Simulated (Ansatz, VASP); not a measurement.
## Mg9O8 in VASP and in Ansatz

```
CELL_PARAMETERS angstrom
0.00000 4.31000 4.31000
4.31000 0.00000 4.31000
4.31000 4.31000 0.00000
ATOMIC_POSITIONS crystal
Mg 0.05949 0.05952 0.05943
Mg 0.99492 0.99481 0.48934
Mg 0.99505 0.48922 0.99509
Mg 0.99253 0.49314 0.49351
Mg 0.48933 0.99485 0.99499
Mg 0.49333 0.99247 0.49347
Mg 0.49334 0.49312 0.99259
Mg 0.49282 0.49271 0.49281
Mg 0.92103 0.92098 0.92094
O 0.24037 0.24021 0.24045
O 0.26175 0.26156 0.73595
O 0.26168 0.73585 0.26161
O 0.25266 0.72298 0.72342
O 0.73594 0.26156 0.26171
O 0.72310 0.25247 0.72334
O 0.72335 0.72314 0.25272
O 0.74801 0.74787 0.74804
```

Alike in both runs: functional LDA; k mesh 2 × 2 × 2; occupations fermi-dirac, width 0.02 eV; no spin polarisation.

Ansatz relaxed the structure, and its values are those at the end. VASP's run is a single point on that final structure, the one shown.

|  | VASP | Ansatz |
| --- | --- | --- |
| version | VASP 6.6.1 | Ansatz 0.2.0 |
| potentials or method | VASP PAW LDA potentials, release 64 (Mg, O), cutoff 520 eV | scalar-relativistic, plane waves, PAW |
| valence electrons in the cell | 66 | 138 |

Ansatz gave:

```
rms of the force components (eV/Å) : 0.008
```

Q: Which values does VASP return?

A: rms of the force components (eV/Å): 0.030.

Ansatz warns that its potentials were made for another functional, while VASP's fit it. LDA's correlation is that of Perdew and Zunger in VASP and of Perdew and Wang (1992) in Ansatz. VASP's potentials hold 66 valence electrons a cell and Ansatz's 138, so a difference there can come from the potentials and not from the codes.

The k mesh is coarse, so the values compare programs but aren't converged.
